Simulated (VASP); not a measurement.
# Pt in VASP: relaxation of the atoms with PBE

Aim: the relaxation of the atoms of Pt with PBE.

All numbers are computed with VASP 6.6.1; they aren't measurements. Logs are shortened: lines on timing, memory, paths and dates and some standing lists are left out, and cuts for length are marked.

## 1. The cell of the first run

The cell holds a slab with vacuum, 4 atoms: a = 2.807 Å, b = 2.807 Å, c = 23.876 Å, α = 90.00°, β = 90.00°, γ = 120.00°.

## 2. Relaxation of the atoms, PBE

INCAR

```
PREC = Accurate
ENCUT = 520
EDIFF = 1E-7
ISMEAR = 0
SIGMA = 0.1
LREAL = False
LASPH = True
NELM = 60
ALGO = Normal
ISIF = 2
LWAVE = False
LCHARG = False
LDIPOL = True
IDIPOL = 3
DIPOL = 0.5 0.5 0.500
GGA = PE
IBRION = 2
NSW = 90
EDIFFG = -0.03
```

KPOINTS

```
Automatic mesh
0
Gamma
  12 12 1
```

POSCAR

```
Pt
1.0
    2.8072945027      0.0000000000      0.0000000000
   -1.4036472513      2.4311883552      0.0000000000
    0.0000000000      0.0000000000     23.8764390892
Pt
4
Selective dynamics
Direct
    0.6666666667      0.3333333333      0.3559994842  F F F
    0.3333333333      0.6666666667      0.4519998281  F F F
    0.0000000000      0.0000000000      0.5480001719  T T T
    0.6666666667      0.3333333333      0.6440005158  T T T
```

Potentials or basis: VASP PAW PBE potentials, release 64 (Pt).

Run with:

```sh
cat potpaw_PBE.64/Pt/POTCAR > POTCAR
mpirun -np 1 vasp_std > vasp.out
```

OUTCAR:

```text
PREC = Accurate
   ENCUT = 520
   EDIFF = 1E-7
   ISMEAR = 0
   LREAL = False
   LASPH = True
   NELM = 60
   ISIF = 2
   GGA = PE
   IBRION = 2
   NSW = 90
   EDIFFG = -0.03

 ion  position               nearest neighbor table
   1  0.667  0.333  0.356-   2 2.81   2 2.81   2 2.81
   2  0.333  0.667  0.452-   3 2.81   3 2.81   3 2.81   1 2.81   1 2.81   1 2.81
   3  0.000  0.000  0.548-   2 2.81   2 2.81   2 2.81   4 2.81   4 2.81   4 2.81
   4  0.667  0.333  0.644-   3 2.81   3 2.81   3 2.81

  LATTYP: Found a hexagonal cell.
 ALAT       =     2.8072945027
 C/A-ratio  =     8.5051422522

  Lattice vectors:

 A1 = (   2.8072945027,   0.0000000000,   0.0000000000)
 A2 = (  -1.4036472513,   2.4311883552,   0.0000000000)
 A3 = (   0.0000000000,   0.0000000000,  23.8764390892)

Analysis of symmetry for initial positions (statically):
=====================================================================
 Subroutine PRICEL returns:
 Original cell was already a primitive cell.

 Routine SETGRP: Setting up the symmetry group for a
 hexagonal supercell.

 Subroutine GETGRP returns: Found 12 space group operations
 (whereof  6 operations were pure point group operations)
 out of a pool of 24 trial point group operations.

The static configuration has the point symmetry C_3v.
 The point group associated with its full space group is D_3d.

Analysis of symmetry for dynamics (positions and initial velocities):
=====================================================================
 Subroutine PRICEL returns:
 Original cell was already a primitive cell.

 Routine SETGRP: Setting up the symmetry group for a
 hexagonal supercell.

 Subroutine GETGRP returns: Found 12 space group operations
 (whereof  6 operations were pure point group operations)
 out of a pool of 24 trial point group operations.

The dynamic configuration has the point symmetry C_3v.
 The point group associated with its full space group is D_3d.

Analysis of constrained symmetry for selective dynamics:
=====================================================================
 Subroutine PRICEL returns:
 Original cell was already a primitive cell.

 Routine SETGRP: Setting up the symmetry group for a
 hexagonal supercell.

 Subroutine GETGRP returns: Found  6 space group operations
 (whereof  6 operations were pure point group operations)
 out of a pool of 24 trial point group operations.

The constrained configuration has the point symmetry C_3v.

 Subroutine INISYM returns: Found  6 space group operations
 (whereof  6 operations are pure point group operations),
 and found     1 'primitive' translations

----------------------------------------------------------------------------------------

                                     Primitive cell

  volume of cell :     162.9582

  direct lattice vectors                    reciprocal lattice vectors
     2.807294503  0.000000000  0.000000000     0.356214853  0.205660742  0.000000000
    -1.403647251  2.431188355  0.000000000     0.000000000  0.411321483  0.000000000
     0.000000000  0.000000000 23.876439089     0.000000000  0.000000000  0.041882292

  length of vectors
     2.807294503  2.807294503 23.876439089     0.411321483  0.411321483  0.041882292

  position of ions in fractional coordinates (direct lattice)
     0.666666667  0.333333333  0.355999484
     0.333333333  0.666666667  0.451999828
     0.000000000  0.000000000  0.548000172
     0.666666667  0.333333333  0.644000516

  ion indices of the primitive-cell ions
   primitive index   ion index
                 1           1
                 2           2
                 3           3
                 4           4

----------------------------------------------------------------------------------------

 KPOINTS: Automatic mesh

Automatic generation of k-mesh.
 Grid dimensions read from file:
 generate k-points for:   12   12    1

 Generating k-lattice:

  Cartesian coordinates                     Fractional coordinates (reciprocal lattice)
     0.029684571  0.017138395  0.000000000     0.083333333  0.000000000  0.000000000
     0.000000000  0.034276790  0.000000000     0.000000000  0.083333333  0.000000000
     0.000000000  0.000000000  0.041882292     0.000000000  0.000000000  1.000000000

  Length of vectors
     0.034276790  0.034276790  0.041882292

  Shift w.r.t. Gamma in fractional coordinates (k-lattice)
     0.000000000  0.000000000  0.000000000

 Subroutine IBZKPT returns following result:
 ===========================================

 Found     19 irreducible k-points:

 Following reciprocal coordinates:
            Coordinates               Weight
  0.000000  0.000000  0.000000      1.000000
  0.083333  0.000000  0.000000      6.000000
  0.166667  0.000000  0.000000      6.000000
  0.250000  0.000000  0.000000      6.000000
  0.333333  0.000000  0.000000      6.000000
  0.416667  0.000000  0.000000      6.000000
[... 11 lines left out ...]
  0.333333  0.250000  0.000000     12.000000
  0.333333  0.333333  0.000000      2.000000
   k-points           NKPTS =     19   k-points in BZ     NKDIM =     19   number of bands    NBANDS=     24
   number of dos      NEDOS =    301   number of ions     NIONS =      4
   total plane-waves  NPLWV = 103680
   dimension x,y,z NGX =    24 NGY =   24 NGZ =  180
   dimension x,y,z NGXF=    48 NGYF=   48 NGZF=  360
   ions per type =               4
   NGX,Y,Z   is equivalent  to a cutoff of  14.21, 14.21, 12.53 a.u.
   NGXF,Y,Z  is equivalent  to a cutoff of  28.43, 28.43, 25.07 a.u.
 SYSTEM =  unknown system
   PREC   = accura    normal or accurate (medium, high low for compatibility)
   ISTART =      0    job   : 0-new  1-cont  2-samecut
   ICHARG =      2    charge: 1-file 2-atom 10-const
   ISPIN  =      1    spin polarized calculation?
   LNONCOLLINEAR =      F non collinear calculations
   LSORBIT =      F    spin-orbit coupling
   LASPH  =      T    aspherical Exc in radial PAW
   ENCUT  =  520.0 eV  38.22 Ry    6.18 a.u.   5.22  5.22 44.39*2*pi/ulx,y,z
   NELM   =     60;   NELMIN=  2; NELMDL= -5     # of ELM steps
   EDIFF  = 0.1E-06   stopping-criterion for ELM
   LREAL  =      F    real-space projection
   EDIFFG = -.3E-01   stopping-criterion for IOM
   NSW    =     90    number of steps for IOM
   IBRION =      2    ionic relax: 0-MD 1-quasi-New 2-CG
   NFREE  =      1    steps in history (QN), initial steepest desc. (CG)
   ISIF   =      2    stress and relaxation
   ISYM   =      2    0-nonsym 1-usesym 2-fastsym
   POTIM  = 0.5000    time-step for ionic-motion
   TEBEG  =    0.0;   TEEND  =   0.0 temperature during run
   PSTRESS=    0.0 pullay stress
   NELECT =      40.0000    total number of electrons
   NUPDOWN=      -1.0000    fix difference up-down
   EMIN   =  10.00;   EMAX   =-10.00  energy-range for DOS
   EFERMI =   0.00;   METHOD = LEGACY
   ISMEAR =     0;   SIGMA  =   0.10  broadening in eV -4-tet -1-fermi 0-gaus
   EFERMI_NEDOS =   21; number of points for ismear=-14 and -15
   IALGO  =     38    algorithm
   IMIX   =      4    mixing-type and parameters
     AMIX     =   0.40;   BMIX     =  1.00
     AMIX_MAG =   1.60;   BMIX_MAG =  1.00
  volume/ion in A,a.u.               =      40.74       274.92
  Fermi-wavevector in a.u.,A,eV,Ry     =   1.025029  1.937024 14.295427  1.050684
  Thomas-Fermi vector in A             =   2.158847
   LORBIT       =      0    0 simple, 1 ext, 2 COOP (PROOUT), +10 PAW based schemes
   GGA     = PE    functional components
   LHFCALC =     F    Hartree Fock is set to
   AEXX    =    0.0000 exact exchange contribution
   IVDW    =     0    specifies the selected vdW correction
   LEPSILON=     F    determine dielectric tensor
   LRPA    =     F    only Hartree local field effects (RPA)
 conjugate gradient relaxation of ions
 non-spin polarized calculation
 Gauss-broadening in eV      SIGMA  =   0.10
  energy-cutoff  :      520.00
  volume of cell :      162.96
 maximum number of plane-waves:      4429
 NGX is ok and might be reduce to    24
   NGX = 11   NGY = 11   NGZ = 89

--------------------------------------- Ionic step        1  -------------------------------------------

 number of electron      39.9999998 magnetization

 Free energy of the ion-electron system (eV)
  ---------------------------------------------------
  ext. energy  EPLUGINS =         0.00000000
  ---------------------------------------------------
  free energy    TOTEN  =       -23.18250284 eV

  energy without entropy =      -23.14945313  energy(sigma->0) =      -23.16597798

------------------------ aborting loop because EDIFF is reached ----------------------------------------

  FORCE on cell =-STRESS in cart. coord.  units (eV):
  Direction    XX          YY          ZZ          XY          YZ          ZX
  --------------------------------------------------------------------------------------
  -------------------------------------------------------------------------------------
  Total       -4.5281827     -4.5281827     -0.3057717     -0.0000000     -0.0000000     -0.0000000
  in kB      -44.5203308    -44.5203308     -3.0062956     -0.0000000     -0.0000000     -0.0000000
  external PRESSURE =     -30.6823190 kB  Pullay stress =       0.0000000 kB
[... 171 lines left out ...]
  FREE ENERGIE OF THE ION-ELECTRON SYSTEM (eV)
  ---------------------------------------------------
  free  energy   TOTEN  =       -23.1849472752 eV

  energy  without entropy=      -23.1516893916  energy(sigma->0) =      -23.16831833

 dipolmoment           0.000000      0.000000      0.000154 electrons x Angstroem

--------------------------------------- Ionic step        6  -------------------------------------------

 number of electron      39.9999997 magnetization

 dipolmoment           0.000000      0.000000     -0.000028 electrons x Angstroem

 Free energy of the ion-electron system (eV)
  ---------------------------------------------------
  ext. energy  EPLUGINS =         0.00000000
  ---------------------------------------------------
  free energy    TOTEN  =       -23.18512189 eV

  energy without entropy =      -23.15179253  energy(sigma->0) =      -23.16845721

 E-fermi :   0.4971     XC(G=0):  -5.8263

 val. band max:        0.4375998632   @ k =   0.2500   0.0833   0.0000
 cond. band min:       0.4994118215   @ k =   0.0000   0.0000   0.0000
 fundamental gap:      0.0618119582
 Fermi energy:         0.4970585107

 k-point     1 :       0.0000    0.0000    0.0000
  band No.  band energies     occupation
      1      -8.8047      2.00000
      2      -7.4486      2.00000
      3      -6.3220      2.00000
      4      -6.2683      2.00000
      5      -3.1001      2.00000
      6      -3.0017      2.00000
[... 502 lines left out ...]
     23       5.2888      0.00000
     24       6.0266      0.00000

------------------------ aborting loop because EDIFF is reached ----------------------------------------

 vacuum level on the upper side and lower side of the slab       (xc-potential included)        -0.059        -0.096

  FORCE on cell =-STRESS in cart. coord.  units (eV):
  Direction    XX          YY          ZZ          XY          YZ          ZX
  --------------------------------------------------------------------------------------
  -------------------------------------------------------------------------------------
  Total       -4.2258049     -4.2258049      0.1205794     -0.0000000      0.0000000     -0.0000000
  in kB      -41.5474032    -41.5474032      1.1855160     -0.0000000      0.0000000     -0.0000000
  external PRESSURE =     -27.3030968 kB  Pullay stress =       0.0000000 kB

 VOLUME and BASIS-vectors are now :
 -----------------------------------------------------------------------------
  energy-cutoff  :      520.00
  volume of cell :      162.96
      direct lattice vectors                 reciprocal lattice vectors
     2.807294503  0.000000000  0.000000000     0.356214853  0.205660742  0.000000000
    -1.403647251  2.431188355  0.000000000     0.000000000  0.411321483  0.000000000
     0.000000000  0.000000000 23.876439089     0.000000000  0.000000000  0.041882292
[... 10 lines left out ...]
  FREE ENERGIE OF THE ION-ELECTRON SYSTEM (eV)
  ---------------------------------------------------
  free  energy   TOTEN  =       -23.1851218946 eV

  energy  without entropy=      -23.1517925310  energy(sigma->0) =      -23.16845721

 reached required accuracy - stopping structural energy minimisation

 vacuum level on the upper side and lower side of the slab         6.171         6.126
```

Wall time 24 min (1 thread of AMD EPYC 7R13, shared host); peak memory 0.31 GiB.

What came out:

```
Free energy               : -23.1851 eV
Energy gained by relaxing : 0.7 meV/atom
Ionic steps               : 6
Band gap on the k mesh    : zero (bands 20 and 21 overlap by 1.37 eV)
```

Step by step:
| step | energy change (eV) | largest force on free atoms (eV/Å) | pressure (GPa) |
| --- | --- | --- | --- |
| 1 | 0.0000 | 0.2081 | -3.07 |
| 2 | -0.0014 | 0.0764 | -3.08 |
| 3 | -0.0016 | 0.0756 | -3.08 |
| 4 | -0.0019 | 0.0643 | -3.05 |
| 5 | -0.0024 | 0.0372 | -2.94 |
| 6 | -0.0026 | 0.0182 | -2.73 |

Final structure:
```
Pt
1.0
     2.80729    0.00000    0.00000
    -1.40365    2.43119    0.00000
     0.00000    0.00000   23.87644
Pt
4
Direct
  0.66667 0.33333 0.35600
  0.33333 0.66667 0.45200
  0.00000 0.00000 0.54658
  0.66667 0.33333 0.64266
```

Levels at points of the mesh, in eV from the Fermi level:
| k point | band 16 | band 17 | band 18 | band 19 | band 20 | band 21 | band 22 | band 23 | band 24 |
| --- | --- | --- | --- | --- | --- | --- | --- | --- | --- |
| (0.00, 0.00, 0.00) | -1.52 | -1.52 | -1.17 | -1.17 | -0.46 | -0.46 | -0.30 | 0.00 | 0.00 |
| (0.50, 0.00, 0.00) | -0.11 | 0.06 | 0.25 | 0.52 | 0.55 | 0.99 | 2.41 | 2.71 | 3.02 |

Caveat: the highest band is partly filled, so the run has too few bands; spin-orbit coupling is left out, which moves the levels of the heavy elements.

The gap in the log of VASP goes by the Fermi energy; the results here count the filled bands.